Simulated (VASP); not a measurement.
# Ta4C3 (Pm-3m) in VASP: a series of runs

Runs on Ta4C3. Level: PBEsol. Tasks: single point.

Program: VASP 6.6.1. These are calculated values, not measurements. Logs are shortened: lines on timing, memory, paths and dates and some standing lists are left out, and cuts for length are marked.

### 1 The cell of the first run

The structure is cubic, space group Pm-3m (No. 221). Conventional cell: a = 4.313 Å, b = 4.313 Å, c = 4.313 Å, α = 90.00°, β = 90.00°, γ = 90.00°. Ta (site symmetry 4/mmm) has 4 C at 2.16 Å within 2.9 Å. Ta (site symmetry m-3m) has 6 C at 2.16 Å within 2.9 Å. Within 2.9 Å of C (site symmetry 4/mmm) lie 6 Ta at 2.16 Å.

### 2 Single point, PBEsol (volume scaled by 0.94)

The input, INCAR:

```
SYSTEM = Ta4C3
  PREC = Accurate
  ENCUT = 520
  EDIFF = 1E-6
  ISMEAR = 0
  SIGMA = 0.1
  LREAL = .FALSE.
  LASPH = .TRUE.
  NELM = 100
  ALGO = Normal
  ISIF = 2
  LWAVE = .FALSE.
  LCHARG = .FALSE.
  GGA = PS
  NBANDS = 37
```

The input, KPOINTS:

```
Automatic mesh
0
G
  8 8 8
  0 0 0
```

The input, POSCAR:

```
Ta4C3
1.0
    4.3127279630      0.0000000000      0.0000000000
    0.0000000000      4.3127279630      0.0000000000
    0.0000000000      0.0000000000      4.3127279630
Ta C
4 3
Direct
    0.0000000000      0.5000000000      0.5000000000
    0.5000000000      0.0000000000      0.5000000000
    0.5000000000      0.5000000000      0.0000000000
    0.0000000000      0.0000000000      0.0000000000
    0.5000000000      0.0000000000      0.0000000000
    0.0000000000      0.5000000000      0.0000000000
    0.0000000000      0.0000000000      0.5000000000
```

Potentials or basis: VASP PAW PBE potentials, release 64 (Ta_pv, C).

Launch:

```sh
cat potpaw_PBE.64/Ta_pv/POTCAR potpaw_PBE.64/C/POTCAR > POTCAR
mpirun -np 1 vasp_std > vasp.out
```

OUTCAR:

```text
SYSTEM = Ta4C3
   PREC = Accurate
   ENCUT = 520
   EDIFF = 1E-6
   ISMEAR = 0
   LREAL = .FALSE.
   LASPH = .TRUE.
   NELM = 100
   ISIF = 2
   GGA = PS

 ion  position               nearest neighbor table
   1  0.000  0.500  0.500-   6 2.16   7 2.16   6 2.16   7 2.16   3 3.05   3 3.05   4 3.05   4 3.05
                             2 3.05   4 3.05   2 3.05   4 3.05   2 3.05   3 3.05   3 3.05   2 3.05
   2  0.500  0.000  0.500-   5 2.16   7 2.16   5 2.16   7 2.16   3 3.05   3 3.05   4 3.05   4 3.05
                             1 3.05   3 3.05   3 3.05   1 3.05   4 3.05   1 3.05   4 3.05   1 3.05
   3  0.500  0.500  0.000-   5 2.16   6 2.16   5 2.16   6 2.16   2 3.05   1 3.05   2 3.05   2 3.05
                             4 3.05   4 3.05   2 3.05   1 3.05   4 3.05   1 3.05   1 3.05   4 3.05
   4  0.000  0.000  0.000-   5 2.16   6 2.16   7 2.16   7 2.16   6 2.16   5 2.16   1 3.05   2 3.05
                             1 3.05   1 3.05   3 3.05   2 3.05   1 3.05   2 3.05   3 3.05   3 3.05
   5  0.500  0.000  0.000-   2 2.16   3 2.16   4 2.16   2 2.16   3 2.16   4 2.16
   6  0.000  0.500  0.000-   1 2.16   3 2.16   4 2.16   1 2.16   4 2.16   3 2.16
   7  0.000  0.000  0.500-   1 2.16   2 2.16   4 2.16   4 2.16   1 2.16   2 2.16

  LATTYP: Found a simple cubic cell.
 ALAT       =     4.3127279630

  Lattice vectors:

 A1 = (   4.3127279630,   0.0000000000,   0.0000000000)
 A2 = (   0.0000000000,   4.3127279630,   0.0000000000)
 A3 = (   0.0000000000,   0.0000000000,   4.3127279630)

Analysis of symmetry for initial positions (statically):
=====================================================================
 Subroutine PRICEL returns:
 Original cell was already a primitive cell.

 Routine SETGRP: Setting up the symmetry group for a
 simple cubic supercell.

 Subroutine GETGRP returns: Found 48 space group operations
 (whereof 48 operations were pure point group operations)
 out of a pool of 48 trial point group operations.

The static configuration has the point symmetry O_h .

Analysis of symmetry for dynamics (positions and initial velocities):
=====================================================================
 Subroutine PRICEL returns:
 Original cell was already a primitive cell.

 Routine SETGRP: Setting up the symmetry group for a
 simple cubic supercell.

 Subroutine GETGRP returns: Found 48 space group operations
 (whereof 48 operations were pure point group operations)
 out of a pool of 48 trial point group operations.

The dynamic configuration has the point symmetry O_h .

 Subroutine INISYM returns: Found 48 space group operations
[... 107 lines left out ...]
   EDIFF  = 0.1E-05   stopping-criterion for ELM
   LREAL  =      F    real-space projection
   EDIFFG = 0.1E-04   stopping-criterion for IOM
   NSW    =      0    number of steps for IOM
   IBRION =     -1    ionic relax: 0-MD 1-quasi-New 2-CG
   NFREE  =      0    steps in history (QN), initial steepest desc. (CG)
   ISIF   =      2    stress and relaxation
   ISYM   =      2    0-nonsym 1-usesym 2-fastsym
   POTIM  = 0.5000    time-step for ionic-motion
   TEBEG  =    0.0;   TEEND  =   0.0 temperature during run
   PSTRESS=    0.0 pullay stress
   NELECT =      56.0000    total number of electrons
   NUPDOWN=      -1.0000    fix difference up-down
   EMIN   =  10.00;   EMAX   =-10.00  energy-range for DOS
   EFERMI =   0.00;   METHOD = LEGACY
   ISMEAR =     0;   SIGMA  =   0.10  broadening in eV -4-tet -1-fermi 0-gaus
   EFERMI_NEDOS =   21; number of points for ismear=-14 and -15
   IALGO  =     38    algorithm
   IMIX   =      4    mixing-type and parameters
     AMIX     =   0.40;   BMIX     =  1.00
     AMIX_MAG =   1.60;   BMIX_MAG =  1.00
  volume/ion in A,a.u.               =      11.46        77.33
  Fermi-wavevector in a.u.,A,eV,Ry     =   1.452286  2.744422 28.696513  2.109134
  Thomas-Fermi vector in A             =   2.569685
   LORBIT       =      0    0 simple, 1 ext, 2 COOP (PROOUT), +10 PAW based schemes
   GGA     = PS    functional components
   LHFCALC =     F    Hartree Fock is set to
   AEXX    =    0.0000 exact exchange contribution
   IVDW    =     0    specifies the selected vdW correction
   LEPSILON=     F    determine dielectric tensor
   LRPA    =     F    only Hartree local field effects (RPA)
 non-spin polarized calculation
 Gauss-broadening in eV      SIGMA  =   0.10
  energy-cutoff  :      520.00
  volume of cell :       80.22
 maximum number of plane-waves:      2192
   NGX = 17   NGY = 17   NGZ = 17

 number of electron      56.0000004 magnetization

 Free energy of the ion-electron system (eV)
  ---------------------------------------------------
  ext. energy  EPLUGINS =         0.00000000
  ---------------------------------------------------
  free energy    TOTEN  =       -82.40270822 eV

  energy without entropy =      -82.38723915  energy(sigma->0) =      -82.39497368

 E-fermi :   7.6898     XC(G=0): -13.4335

 val. band max:        7.6834072833   @ k =   0.5000   0.2500   0.1250
 cond. band min:       7.7855786437   @ k =   0.3750   0.0000   0.0000
 fundamental gap:      0.1021713605
 Fermi energy:         7.6897648646

 k-point     1 :       0.0000    0.0000    0.0000
  band No.  band energies     occupation
      1     -27.3629      2.00000
      2     -27.3629      2.00000
      3     -27.3629      2.00000
      4     -26.6617      2.00000
      5     -26.6617      2.00000
      6     -26.6617      2.00000
[... 949 lines left out ...]
     36      11.7029      0.00000
     37      11.9864      0.00000

 [... further k-points ...]
[... 5 lines left out ...]
  --------------------------------------------------------------------------------------
  -------------------------------------------------------------------------------------
  Total       11.4339684     11.4339684     11.4339684      0.0000000      0.0000000      0.0000000
  in kB      228.3764815    228.3764815    228.3764815      0.0000000      0.0000000      0.0000000
  external PRESSURE =     228.3764815 kB  Pullay stress =       0.0000000 kB

 VOLUME and BASIS-vectors are now :
 -----------------------------------------------------------------------------
  energy-cutoff  :      520.00
  volume of cell :       80.22
      direct lattice vectors                 reciprocal lattice vectors
     4.312727963  0.000000000  0.000000000     0.231871801  0.000000000  0.000000000
     0.000000000  4.312727963  0.000000000     0.000000000  0.231871801  0.000000000
     0.000000000  0.000000000  4.312727963     0.000000000  0.000000000  0.231871801

 POSITION                                       TOTAL-FORCE (eV/Angst)
 -----------------------------------------------------------------------------------
      0.00000      2.15636      2.15636         0.000000      0.000000      0.000000
      2.15636      0.00000      2.15636         0.000000      0.000000      0.000000
      2.15636      2.15636      0.00000         0.000000      0.000000      0.000000
      0.00000      0.00000      0.00000         0.000000      0.000000      0.000000
      2.15636      0.00000      0.00000         0.000000      0.000000      0.000000
      0.00000      2.15636      0.00000         0.000000      0.000000      0.000000
      0.00000      0.00000      2.15636         0.000000      0.000000      0.000000
 -----------------------------------------------------------------------------------
    total drift:                                0.000000     -0.000000     -0.000000

  FREE ENERGIE OF THE ION-ELECTRON SYSTEM (eV)
  ---------------------------------------------------
  free  energy   TOTEN  =       -82.4027082195 eV

  energy  without entropy=      -82.3872391452  energy(sigma->0) =      -82.39497368
```

Run time: 2.7 min. Hardware: 1 thread of AMD EPYC 7R43 (Zen 3), shared host; peak memory 0.19 GiB.

What came out:

```yaml
Free_energy: -82.4027 eV
Pressure: 22.8 GPa
Band_gap_on_the_k_mesh: zero (band 28 reaches 8.05 eV, above the bottom of band 29 at 6.93 eV)
```

Levels at points of the mesh, in eV from the Fermi level:
```csv
k point,band 24,band 25,band 26,band 27,band 28,band 29,band 30,band 31,band 32,band 33
"(0.00, 0.00, 0.00)",-1.13,-1.13,-0.55,-0.55,-0.55,-0.44,-0.44,-0.44,1.66,1.66
"(0.50, 0.00, 0.00)",-3.14,-2.36,-1.90,-1.90,0.36,0.36,0.97,2.31,2.67,2.67
"(0.50, 0.50, 0.00)",-4.45,-1.79,-1.78,-0.33,-0.33,1.94,2.04,2.04,2.31,3.91
"(0.50, 0.50, 0.50)",-5.33,-1.13,-1.13,-1.13,0.18,3.84,3.84,3.84,3.85,3.85
```

Caveat: the PAW data sets were made with another functional, which shifts forces and pressure a little; spin-orbit coupling is left out, which moves the levels of the heavy elements.

### 3 Single point, PBEsol (volume scaled by 0.97)

The input, INCAR:

```
SYSTEM = Ta4C3
PREC = Accurate ; ENCUT = 520
EDIFF = 1E-7 ; ISMEAR = 0
SIGMA = 0.1 ; LREAL = .False.
LASPH = .True. ; NELM = 60
ALGO = Normal ; ISIF = 2
LWAVE = .False. ; LCHARG = .False.
GGA = PS ; NBANDS = 37
```

The input, KPOINTS:

```
Automatic mesh
0
Gamma
  8 8 8
  0 0 0
```

POSCAR: that of step 2 with these lines changed.

```diff
@@ -2,5 +2,5 @@
 1.0
-    4.3127279630      0.0000000000      0.0000000000
-    0.0000000000      4.3127279630      0.0000000000
-    0.0000000000      0.0000000000      4.3127279630
+    4.3581284357      0.0000000000      0.0000000000
+    0.0000000000      4.3581284357      0.0000000000
+    0.0000000000      0.0000000000      4.3581284357
 Ta C
```

Potentials or basis: VASP PAW PBE potentials, release 64 (Ta_pv, C).

Launch:

```sh
cat potpaw_PBE.64/Ta_pv/POTCAR potpaw_PBE.64/C/POTCAR > POTCAR
mpirun -np 1 vasp_std > vasp.out
```

Run time: 2 min. Hardware: 1 thread of AMD EPYC 7R43 (Zen 3), shared host; peak memory 0.18 GiB.

The run converged. Its results:

```
Free energy            : -82.6708 eV
Pressure               : 10.9 GPa
Band gap on the k mesh : zero (band 28 reaches 7.75 eV, above the bottom of band 29 at 6.69 eV)
```

Levels at points of the mesh, in eV from the Fermi level:
| k point | band 24 | band 25 | band 26 | band 27 | band 28 | band 29 | band 30 | band 31 | band 32 | band 33 |
| --- | --- | --- | --- | --- | --- | --- | --- | --- | --- | --- |
| (0.00, 0.00, 0.00) | -1.16 | -1.16 | -0.52 | -0.52 | -0.52 | -0.45 | -0.45 | -0.45 | 1.58 | 1.58 |
| (0.50, 0.00, 0.00) | -3.01 | -2.25 | -1.87 | -1.87 | 0.35 | 0.35 | 0.92 | 2.21 | 2.58 | 2.58 |
| (0.50, 0.50, 0.00) | -4.37 | -1.76 | -1.72 | -0.32 | -0.32 | 1.88 | 1.96 | 1.96 | 2.23 | 3.76 |
| (0.50, 0.50, 0.50) | -5.17 | -1.08 | -1.08 | -1.08 | 0.08 | 3.66 | 3.66 | 3.66 | 3.69 | 3.69 |

Caveat: the PAW data sets were made with another functional, which shifts forces and pressure a little; spin-orbit coupling is left out, which moves the levels of the heavy elements.

### 4 Single point, PBEsol

This run uses another cell than the first one: it holds 14 atoms, not 7.

The input, INCAR:

```
SYSTEM = Ta4C3
PREC = Accurate
ENCUT = 520
EDIFF = 1E-6
ISMEAR = 0
SIGMA = 0.15
LREAL = .False.
LASPH = .True.
NELM = 80
ALGO = Normal
ISIF = 2
LWAVE = .False.
LCHARG = .True.
GGA = PS
LELF = .True.
LVHAR = .True.
NBANDS = 69
```

The input, KPOINTS:

```
Automatic mesh
0
Gamma
  9 9 5
  0 0 0
```

The input, POSCAR:

```
Ta4C3
1.0
    0.0000000000     -4.4026022057      0.0000000000
    0.0000000000      0.0000000000     -4.4026022057
    8.8052044115      0.0000000000      0.0000000000
Ta C
8 6
Direct
    0.5000000000      0.5000000000      0.0000000000
    0.5000000000      0.5000000000      0.5000000000
    1.0000000000      0.5000000000      0.2500000000
    1.0000000000      0.5000000000      0.7500000000
    0.5000000000      1.0000000000      0.2500000000
    0.5000000000      1.0000000000      0.7500000000
    0.0000000000      0.0000000000      0.5000000000
    0.0000000000      0.0000000000      0.0000000000
    0.0000000000      1.0000000000      0.2500000000
    0.0000000000      1.0000000000      0.7500000000
    0.5000000000      1.0000000000      0.0000000000
    0.5000000000      1.0000000000      0.5000000000
    0.0000000000      0.5000000000      0.0000000000
    0.0000000000      0.5000000000      0.5000000000
```

Launch:

```sh
cat potpaw_PBE.64/Ta_pv/POTCAR potpaw_PBE.64/C/POTCAR > POTCAR
mpirun -np 1 vasp_std > vasp.out
```

It took 19 min on 1 thread of Oxide Virtual Turin-like, shared host; peak memory 0.49 GiB.

The run converged. Its results:

| Item | Value |
| --- | --- |
| Free energy | -165.5651 eV |
| Pressure | 0.7 GPa |
| Band gap on the k mesh | zero (band 56 reaches 7.54 eV, above the bottom of band 57 at 6.65 eV) |

Levels at points of the mesh, in eV from the Fermi level:
| k point | band 52 | band 53 | band 54 | band 55 | band 56 | band 57 | band 58 | band 59 | band 60 | band 61 |
| --- | --- | --- | --- | --- | --- | --- | --- | --- | --- | --- |
| (0.00, 0.00, 0.00) | -1.24 | -0.55 | -0.55 | -0.55 | -0.53 | -0.53 | -0.53 | 0.29 | 0.29 | 0.83 |

Caveat: the PAW data sets were made with another functional, which shifts forces and pressure a little; spin-orbit coupling is left out, which moves the levels of the heavy elements.

### 5 Overview

```csv
cell,k mesh,smearing,gap on the mesh (eV),pressure (GPa)
"a = 4.313 Å, 7 atoms",8 × 8 × 8,gaussian 0.1 eV,none,22.8
"a = 4.358 Å, 7 atoms",8 × 8 × 8,gaussian 0.1 eV,none,10.9
"a = 4.403, b = 4.403, c = 8.805 Å, 14 atoms",9 × 9 × 5,gaussian 0.15 eV,none,0.7
```

Alike in all rows: task single point; level PBEsol; potentials or basis VASP PAW PBE potentials, release 64 (Ta_pv, C); no spin polarisation; cutoff (eV) 520.

Caveats: the PAW data sets were made with another functional, which shifts forces and pressure a little; spin-orbit coupling is left out, which moves the levels of the heavy elements.

Absolute energies hang on the potentials; compare differences alone.
